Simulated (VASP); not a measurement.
# ScSi2 (P4/mmm) in VASP: a series of runs

The runs below take ScSi2 through single point, relaxation of cell and atoms, with PBE.

Everything below comes from runs of VASP 6.6.1. Logs are shortened: lines on timing, memory, paths and dates and some standing lists are left out, and cuts for length are marked.

## (1) The cell of the first run

The structure is tetragonal, space group P4/mmm (No. 123). Conventional cell: a = 3.647 Å, b = 3.647 Å, c = 4.196 Å, α = 90.00°, β = 90.00°, γ = 90.00°. Within 3.7 Å of Sc (site symmetry 4/mmm) lie 8 Si at 2.78 Å and 4 Sc at 3.65 Å. Si (site symmetry mmm) has 4 Si at 2.58 Å and 4 Sc at 2.78 Å within 3.4 Å.

The cell was generated, and may not be a known phase.

## (2) Single point, PBE

INCAR

```
SYSTEM = ScSi2
PREC = Accurate ; ENCUT = 520
EDIFF = 1E-6 ; ISMEAR = 0
SIGMA = 0.1 ; LREAL = .False.
LASPH = .True. ; NELM = 80
ALGO = Normal ; ISIF = 2
LWAVE = .False. ; LCHARG = .False.
GGA = PE ; NBANDS = 16
```

KPOINTS

```
Automatic mesh
0
Gamma
  12 12 12
  0 0 0
```

POSCAR

```
ScSi2
1.0
    3.6467531828      0.0000000000      0.0000000000
    0.0000000000      3.6467531828      0.0000000000
    0.0000000000      0.0000000000      4.1955198278
Sc Si
1 2
Direct
    0.0000000000      0.0000000000      0.0000000000
    0.5000000000      0.0000000000      0.5000000000
    0.0000000000      0.5000000000      0.5000000000
```

Potentials or basis: VASP PAW PBE potentials, release 64 (Sc_sv, Si).

Launch:

```bash
$ cat potpaw_PBE.64/Sc_sv/POTCAR potpaw_PBE.64/Si/POTCAR > POTCAR
$ mpirun -np 1 vasp_std > vasp.out
```

OUTCAR:

```text
SYSTEM = ScSi2
   PREC = Accurate
   ENCUT = 520
   EDIFF = 1E-6
   ISMEAR = 0
   LREAL = .False.
   LASPH = .True.
   NELM = 80
   ISIF = 2
   GGA = PE

 ion  position               nearest neighbor table
   1  0.000  0.000  0.000-   2 2.78   3 2.78   2 2.78   3 2.78   3 2.78   3 2.78   2 2.78   2 2.78

   2  0.500  0.000  0.500-   3 2.58   3 2.58   3 2.58   3 2.58   1 2.78   1 2.78   1 2.78   1 2.78

   3  0.000  0.500  0.500-   2 2.58   2 2.58   2 2.58   2 2.58   1 2.78   1 2.78   1 2.78   1 2.78

  LATTYP: Found a simple tetragonal cell.
 ALAT       =     3.6467531828
 C/A-ratio  =     1.1504808846

  Lattice vectors:

 A1 = (   3.6467531828,   0.0000000000,   0.0000000000)
 A2 = (   0.0000000000,   3.6467531828,   0.0000000000)
 A3 = (   0.0000000000,   0.0000000000,   4.1955198278)

Analysis of symmetry for initial positions (statically):
=====================================================================
 Subroutine PRICEL returns:
 Original cell was already a primitive cell.

 Routine SETGRP: Setting up the symmetry group for a
 simple tetragonal supercell.

 Subroutine GETGRP returns: Found 16 space group operations
 (whereof 16 operations were pure point group operations)
 out of a pool of 16 trial point group operations.

The static configuration has the point symmetry D_4h.

Analysis of symmetry for dynamics (positions and initial velocities):
=====================================================================
 Subroutine PRICEL returns:
 Original cell was already a primitive cell.

 Routine SETGRP: Setting up the symmetry group for a
 simple tetragonal supercell.

 Subroutine GETGRP returns: Found 16 space group operations
 (whereof 16 operations were pure point group operations)
 out of a pool of 16 trial point group operations.

The dynamic configuration has the point symmetry D_4h.

 Subroutine INISYM returns: Found 16 space group operations
 (whereof 16 operations are pure point group operations),
 and found     1 'primitive' translations

----------------------------------------------------------------------------------------

                                     Primitive cell

  volume of cell :      55.7954

  direct lattice vectors                    reciprocal lattice vectors
     3.646753183  0.000000000  0.000000000     0.274216529  0.000000000  0.000000000
     0.000000000  3.646753183  0.000000000     0.000000000  0.274216529  0.000000000
     0.000000000  0.000000000  4.195519828     0.000000000  0.000000000  0.238349487

  length of vectors
     3.646753183  3.646753183  4.195519828     0.274216529  0.274216529  0.238349487

  position of ions in fractional coordinates (direct lattice)
     0.000000000  0.000000000  0.000000000
     0.500000000  0.000000000  0.500000000
     0.000000000  0.500000000  0.500000000

  ion indices of the primitive-cell ions
   primitive index   ion index
                 1           1
                 2           2
                 3           3

----------------------------------------------------------------------------------------

 KPOINTS: Automatic mesh

Automatic generation of k-mesh.
 Grid dimensions read from file:
 generate k-points for:   12   12   12

 Generating k-lattice:

  Cartesian coordinates                     Fractional coordinates (reciprocal lattice)
     0.022851377  0.000000000  0.000000000     0.083333333  0.000000000  0.000000000
     0.000000000  0.022851377  0.000000000     0.000000000  0.083333333  0.000000000
     0.000000000  0.000000000  0.019862457     0.000000000  0.000000000  0.083333333

  Length of vectors
     0.022851377  0.022851377  0.019862457

  Shift w.r.t. Gamma in fractional coordinates (k-lattice)
     0.000000000  0.000000000  0.000000000

 Subroutine IBZKPT returns following result:
 ===========================================

 Found    196 irreducible k-points:

 Following reciprocal coordinates:
            Coordinates               Weight
  0.000000  0.000000  0.000000      1.000000
  0.083333  0.000000  0.000000      4.000000
  0.166667  0.000000  0.000000      4.000000
  0.250000  0.000000  0.000000      4.000000
  0.333333  0.000000  0.000000      4.000000
  0.416667  0.000000  0.000000      4.000000
[... 16 lines left out ...]
  0.333333  0.333333  0.000000      4.000000
  0.416667  0.333333  0.000000      8.000000
 [... further k-points ...]
   k-points           NKPTS =    196   k-points in BZ     NKDIM =    196   number of bands    NBANDS=     16
   number of dos      NEDOS =    301   number of ions     NIONS =      3
   total plane-waves  NPLWV =  25088
   dimension x,y,z NGX =    28 NGY =   28 NGZ =   32
   dimension x,y,z NGXF=    56 NGYF=   56 NGZF=   64
   ions per type =               1   2
   NGX,Y,Z   is equivalent  to a cutoff of  12.76, 12.76, 12.68 a.u.
   NGXF,Y,Z  is equivalent  to a cutoff of  25.53, 25.53, 25.36 a.u.
 SYSTEM =  ScSi2
   PREC   = accura    normal or accurate (medium, high low for compatibility)
   ISTART =      0    job   : 0-new  1-cont  2-samecut
   ICHARG =      2    charge: 1-file 2-atom 10-const
   ISPIN  =      1    spin polarized calculation?
   LNONCOLLINEAR =      F non collinear calculations
   LSORBIT =      F    spin-orbit coupling
   LASPH  =      T    aspherical Exc in radial PAW
   ENCUT  =  520.0 eV  38.22 Ry    6.18 a.u.   6.78  6.78  7.80*2*pi/ulx,y,z
   NELM   =     80;   NELMIN=  2; NELMDL= -5     # of ELM steps
   EDIFF  = 0.1E-05   stopping-criterion for ELM
   LREAL  =      F    real-space projection
   EDIFFG = 0.1E-04   stopping-criterion for IOM
   NSW    =      0    number of steps for IOM
   IBRION =     -1    ionic relax: 0-MD 1-quasi-New 2-CG
   NFREE  =      0    steps in history (QN), initial steepest desc. (CG)
   ISIF   =      2    stress and relaxation
   ISYM   =      2    0-nonsym 1-usesym 2-fastsym
   POTIM  = 0.5000    time-step for ionic-motion
   TEBEG  =    0.0;   TEEND  =   0.0 temperature during run
   PSTRESS=    0.0 pullay stress
   NELECT =      19.0000    total number of electrons
   NUPDOWN=      -1.0000    fix difference up-down
   EMIN   =  10.00;   EMAX   =-10.00  energy-range for DOS
   EFERMI =   0.00;   METHOD = LEGACY
   ISMEAR =     0;   SIGMA  =   0.10  broadening in eV -4-tet -1-fermi 0-gaus
   EFERMI_NEDOS =   21; number of points for ismear=-14 and -15
   IALGO  =     38    algorithm
   IMIX   =      4    mixing-type and parameters
     AMIX     =   0.40;   BMIX     =  1.00
     AMIX_MAG =   1.60;   BMIX_MAG =  1.00
  volume/ion in A,a.u.               =      18.60       125.51
  Fermi-wavevector in a.u.,A,eV,Ry     =   1.143211  2.160356 17.781892  1.306932
  Thomas-Fermi vector in A             =   2.279907
   LORBIT       =      0    0 simple, 1 ext, 2 COOP (PROOUT), +10 PAW based schemes
   GGA     = PE    functional components
   LHFCALC =     F    Hartree Fock is set to
   AEXX    =    0.0000 exact exchange contribution
   IVDW    =     0    specifies the selected vdW correction
   LEPSILON=     F    determine dielectric tensor
   LRPA    =     F    only Hartree local field effects (RPA)
 non-spin polarized calculation
 Gauss-broadening in eV      SIGMA  =   0.10
  energy-cutoff  :      520.00
  volume of cell :       55.80
 maximum number of plane-waves:      1548
 NGX is ok and might be reduce to    28
   NGX = 13   NGY = 13   NGZ = 15

 number of electron      18.9999994 magnetization

 Free energy of the ion-electron system (eV)
  ---------------------------------------------------
  ext. energy  EPLUGINS =         0.00000000
  ---------------------------------------------------
  free energy    TOTEN  =       -18.21723854 eV

  energy without entropy =      -18.21254412  energy(sigma->0) =      -18.21489133

 E-fermi :   6.2348     XC(G=0): -10.2769

 val. band max:        6.2333554021   @ k =   0.3333   0.1667   0.3333
 cond. band min:       6.2356664912   @ k =   0.1667   0.1667   0.0833
 fundamental gap:      0.0023110890
 Fermi energy:         6.2347702877

 k-point     1 :       0.0000    0.0000    0.0000
  band No.  band energies     occupation
      1     -42.9466      2.00000
      2     -21.6623      2.00000
      3     -21.5554      2.00000
      4     -21.5554      2.00000
      5      -5.2318      2.00000
      6       3.6295      2.00000
[... 8 lines left out ...]
     15       9.8867      0.00000
     16      10.7209      0.00000

 k-point     2 :       0.0833    0.0000    0.0000
  band No.  band energies     occupation
      1     -42.9463      2.00000
      2     -21.6616      2.00000
      3     -21.5608      2.00000
      4     -21.5550      2.00000
      5      -5.1550      2.00000
      6       2.9490      2.00000
[... 8 lines left out ...]
     15      10.0202      0.00000
     16      10.9177      0.00000

 k-point     3 :       0.1667    0.0000    0.0000
  band No.  band energies     occupation
      1     -42.9453      2.00000
      2     -21.6598      2.00000
      3     -21.5756      2.00000
      4     -21.5539      2.00000
      5      -4.9258      2.00000
      6       1.7970      2.00000
[... 8 lines left out ...]
     15      10.5796      0.00000
     16      11.3798      0.00000

 k-point     4 :       0.2500    0.0000    0.0000
  band No.  band energies     occupation
      1     -42.9441      2.00000
      2     -21.6573      2.00000
      3     -21.5956      2.00000
      4     -21.5524      2.00000
      5      -4.5474      2.00000
      6       0.6053      2.00000
[... 8 lines left out ...]
     15      11.1969      0.00000
     16      11.2457      0.00000
[... 324 lines left out ...]
 k-point    22 :       0.5000    0.2500    0.0000
  band No.  band energies     occupation
      1     -42.9390      2.00000
      2     -21.6476      2.00000
      3     -21.6313      2.00000
      4     -21.5885      2.00000
      5      -2.1251      2.00000
      6      -1.6480      2.00000
[... 8 lines left out ...]
     15      11.1048      0.00000
     16      12.1416      0.00000

 k-point    23 :       0.3333    0.3333    0.0000
  band No.  band energies     occupation
      1     -42.9390      2.00000
      2     -21.6477      2.00000
      3     -21.6103      2.00000
      4     -21.6093      2.00000
      5      -2.8410      2.00000
      6       0.1183      2.00000
[... 8 lines left out ...]
     15      11.7925      0.00000
     16      12.5065      0.00000

 k-point    24 :       0.4167    0.3333    0.0000
  band No.  band energies     occupation
      1     -42.9380      2.00000
      2     -21.6459      2.00000
      3     -21.6241      2.00000
      4     -21.6084      2.00000
      5      -2.2014      2.00000
      6      -0.5304      2.00000
[... 8 lines left out ...]
     15      11.7170      0.00000
     16      12.0070      0.00000

 [... further k-points ...]
[... 5 lines left out ...]
  --------------------------------------------------------------------------------------
  -------------------------------------------------------------------------------------
  Total        0.0323503      0.0323503      0.0439310      0.0000000      0.0000000      0.0000000
  in kB        0.9289453      0.9289453      1.2614873      0.0000000      0.0000000      0.0000000
  external PRESSURE =       1.0397926 kB  Pullay stress =       0.0000000 kB

 VOLUME and BASIS-vectors are now :
 -----------------------------------------------------------------------------
  energy-cutoff  :      520.00
  volume of cell :       55.80
      direct lattice vectors                 reciprocal lattice vectors
     3.646753183  0.000000000  0.000000000     0.274216529  0.000000000  0.000000000
     0.000000000  3.646753183  0.000000000     0.000000000  0.274216529  0.000000000
     0.000000000  0.000000000  4.195519828     0.000000000  0.000000000  0.238349487

 POSITION                                       TOTAL-FORCE (eV/Angst)
 -----------------------------------------------------------------------------------
      0.00000      0.00000      0.00000         0.000000      0.000000      0.000000
      1.82338      0.00000      2.09776         0.000000      0.000000      0.000000
      0.00000      1.82338      2.09776         0.000000      0.000000      0.000000
 -----------------------------------------------------------------------------------
    total drift:                               -0.000000     -0.000000     -0.000000

  FREE ENERGIE OF THE ION-ELECTRON SYSTEM (eV)
  ---------------------------------------------------
  free  energy   TOTEN  =       -18.2172385373 eV

  energy  without entropy=      -18.2125441219  energy(sigma->0) =      -18.21489133
```

Run time: 91 s. Hardware: 1 thread of AMD EPYC 9R45 (Zen 5), shared host; peak memory 0.26 GiB.

What came out:

```
Free energy            : -18.2172 eV
Pressure               : 0.1 GPa
Band gap on the k mesh : zero (an odd number of electrons rules out a gap without spin polarisation)
```

## (3) Relaxation of cell and atoms, PBE

INCAR

```
PREC     = Accurate       # precision mode
ENCUT    = 600            # plane-wave cutoff, eV
EDIFF    = 1E-6           # SCF threshold, eV
ISMEAR   = 0              # smearing method
SIGMA    = 0.1            # smearing width, eV
LREAL    = F              # projectors in reciprocal space
LASPH    = T              # aspherical terms in the spheres
NELM     = 60             # most SCF steps
ALGO     = Normal         # electronic algorithm
ISIF     = 3              # what is computed and relaxed
LWAVE    = F              # write WAVECAR
LCHARG   = F              # write CHGCAR
GGA      = PE             # functional
IBRION   = 2              # ionic algorithm
NSW      = 100            # ionic steps
EDIFFG   = -0.01          # ionic threshold
```

KPOINTS

```
Automatic mesh
0
Gamma
  12 12 12
```

POSCAR is that of step 2.

Potentials or basis: VASP PAW PBE potentials, release 64 (Sc_sv, Si).

Launch:

```bash
$ cat potpaw_PBE.64/Sc_sv/POTCAR potpaw_PBE.64/Si/POTCAR > POTCAR
$ mpirun -np 1 vasp_std > vasp.out
```

Wall time 2.3 min (1 thread of AMD EPYC 9R45 (Zen 5), shared host); peak memory 0.29 GiB.

Results (log left out):

| Item | Value |
| --- | --- |
| Free energy | -18.2178 eV |
| Relaxed volume | 18.64 Å³/atom |
| Relaxed cell | a = 3.649 Å, b = 3.649 Å, c = 4.199 Å, α = 90.00°, β = 90.00°, γ = 90.00° |
| Space group after relaxing (to 0.1 Å) | P4/mmm (No. 123) |
| Energy gained by relaxing | 0.0 meV/atom |
| Ionic steps | 2 |
| Pressure after relaxing | -0.1 GPa |
| Band gap on the k mesh | zero (an odd number of electrons rules out a gap without spin polarisation) |

Final structure:
```
Sc Si
1.0
     3.64911    0.00000    0.00000
     0.00000    3.64911    0.00000
     0.00000    0.00000    4.19913
Sc Si
1 2
Cartesian
  0.0000 0.0000 0.0000
  1.8246 0.0000 2.0996
  0.0000 1.8246 2.0996
```

Levels at points of the mesh, in eV from the Fermi level:
| k point | band 8 | band 9 | band 10 | band 11 | band 12 | band 13 |
| --- | --- | --- | --- | --- | --- | --- |
| (0.00, 0.00, 0.00) | -1.70 | -1.70 | -1.06 | 1.52 | 1.52 | 2.40 |
| (0.50, 0.00, 0.00) | -0.68 | 0.14 | 0.17 | 0.58 | 1.80 | 2.73 |
| (0.50, 0.50, 0.00) | -5.13 | -1.27 | -1.27 | 2.12 | 3.23 | 3.90 |
| (0.00, 0.00, 0.50) | -2.43 | -0.81 | -0.74 | 1.59 | 2.85 | 3.04 |
| (0.50, 0.00, 0.50) | -2.37 | -0.97 | 1.20 | 1.65 | 1.93 | 2.08 |
| (0.50, 0.50, 0.50) | -4.54 | -0.90 | -0.90 | -0.42 | 1.25 | 3.31 |

## (4) Relaxation of cell and atoms, PBE

This run uses another cell than the first one, of 20.18 Å³/atom.

INCAR

```
PREC     = Accurate       # precision mode
ENCUT    = 600            # plane-wave cutoff, eV
EDIFF    = 1E-7           # SCF threshold, eV
ISMEAR   = 0              # smearing method
SIGMA    = 0.1            # smearing width, eV
LREAL    = False          # projectors in reciprocal space
LASPH    = True           # aspherical terms in the spheres
NELM     = 80             # most SCF steps
ALGO     = Normal         # electronic algorithm
ISIF     = 3              # what is computed and relaxed
LWAVE    = False          # write WAVECAR
LCHARG   = False          # write CHGCAR
GGA      = PE             # functional
IBRION   = 2              # ionic algorithm
NSW      = 100            # ionic steps
EDIFFG   = -0.01          # ionic threshold
```

KPOINTS

```
Automatic mesh
0
Gamma
  10 10 16
```

POSCAR

```
ScSi2
1.0
    4.6060099714      0.0000000000      0.0000000000
    0.0000000000      4.6060099714      0.0000000000
    0.0000000000      0.0000000000      2.8532610858
Sc Si
1 2
Direct
    0.0000000000      0.0000000000      0.0000000000
    0.5000000000      0.0000000000      0.5000000000
    0.0000000000      0.5000000000      0.5000000000
```

Launch:

```bash
$ cat potpaw_PBE.64/Sc_sv/POTCAR potpaw_PBE.64/Si/POTCAR > POTCAR
$ mpirun -np 1 vasp_std > vasp.out
```

Wall time 33 min (1 thread of AMD EPYC 9R45 (Zen 5), shared host); peak memory 0.34 GiB.

Results (log left out):

* Free energy: -18.2052 eV
* Relaxed volume: 18.62 Å³/atom
* Relaxed cell: a = 3.649 Å, b = 3.649 Å, c = 4.195 Å, α = 90.00°, β = 90.00°, γ = 90.00°
* Space group after relaxing (to 0.1 Å): P4/mmm (No. 123)
* Pressure after relaxing: -0.1 GPa
* Band gap on the k mesh: zero (an odd number of electrons rules out a gap without spin polarisation)

Final structure:
```yaml
crystal:
  lattice:
    - [3.64890, 0.00000, 0.00000]
    - [0.00000, 3.64890, 0.00000]
    - [0.00000, 0.00000, 4.19526]
  atoms:
    - { symbol: Sc, position: [0.00000, 0.00000, 0.00000] }
    - { symbol: Si, position: [0.50000, 0.00000, 0.50000] }
    - { symbol: Si, position: [0.00000, 0.50000, 0.50000] }
```

Levels at points of the mesh, in eV from the Fermi level:
```tsv
k point	band 7	band 8	band 9	band 10	band 11	band 12	band 13
(0.00, 0.00, 0.00)	-2.12	-1.68	-1.68	-1.04	1.55	1.55	2.43
(0.50, 0.00, 0.00)	-1.92	-0.66	0.16	0.20	0.60	1.82	2.76
(0.50, 0.50, 0.00)	-6.02	-5.10	-1.25	-1.25	2.15	3.26	3.93
(0.00, 0.00, 0.50)	-2.41	-2.41	-0.79	-0.72	1.62	2.88	3.07
(0.50, 0.00, 0.50)	-2.95	-2.34	-0.95	1.23	1.68	1.96	2.10
(0.50, 0.50, 0.50)	-5.01	-4.51	-0.88	-0.88	-0.40	1.28	3.34
```

Caveat: a cell axis changed by over 15 % at a fixed basis, so the end point is rough.

## (5) Summary

```tsv
task	cell	k mesh	cutoff (eV)	gap on the mesh (eV)	pressure (GPa)	relaxed volume (Å³/atom)
single point	a = 3.647, b = 3.647, c = 4.196 Å, 3 atoms	12 × 12 × 12	520	none	0.1	-
relaxation of cell and atoms	relaxed from a = 3.647, b = 3.647, c = 4.196 Å, 3 atoms	12 × 12 × 12	600	none	-0.1	18.64
relaxation of cell and atoms	relaxed from a = 4.606, b = 4.606, c = 2.853 Å, 3 atoms	10 × 10 × 16	600	none	-0.1	18.62
```

Alike in all rows: level PBE; potentials or basis VASP PAW PBE potentials, release 64 (Sc_sv, Si); no spin polarisation; smearing gaussian 0.1 eV.

Caveats: a cell axis changed by over 15 % at a fixed basis, so the end point is rough (at least some runs).

Absolute energies hang on the potentials; compare differences alone.

The gap in the log of VASP goes by the Fermi energy; the results here count the filled bands.